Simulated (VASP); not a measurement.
A run of VASP 6.6.1 is set up as follows.

Contents of INCAR:

```
SYSTEM = PbS
  PREC = Accurate
  ENCUT = 520
  EDIFF = 1E-6
  ISMEAR = 0
  SIGMA = 0.01
  LREAL = .FALSE.
  LASPH = .TRUE.
  NELM = 60
  ALGO = Normal
  ISIF = 2
  LWAVE = .FALSE.
  LCHARG = .FALSE.
  NBANDS = 28
```

File KPOINTS:

```
regular mesh
0
G
  6 6 6
  0 0 0
```

File POSCAR:

```
PbS
1.0
    2.0637484134     -5.8692756837      0.0000000000
    2.0637484134      5.8692756837      0.0000000000
    0.0000000000      0.0000000000      4.2604423684
Pb S
2 2
Direct
    0.8722772593      0.1277227407      0.7500000000
    0.1277227407      0.8722772593      0.2500000000
    0.6436799881      0.3563200119      0.7500000000
    0.3563200119      0.6436799881      0.2500000000
```

Potentials or basis: VASP PAW LDA potentials, release 64 (Pb_d, S).

Command:

```console
$ cat potpaw_LDA.64/Pb_d/POTCAR potpaw_LDA.64/S/POTCAR > POTCAR
$ mpirun -np 1 vasp_std > vasp.out
```

What does it give for the band gap on the k mesh?

1.03 eV (least direct gap 1.17 eV).

Estimate the pressure.

-2.7 GPa.

What does it give for the largest force?

0.086 eV/Å.

Stress tensor (GPa, compression positive):
```
-2.77  0.00  0.00
 0.00 -2.23  0.00
 0.00  0.00 -3.00
```

Caveat: spin-orbit coupling is left out, which moves the levels of the heavy elements. A k mesh can miss the band edges.
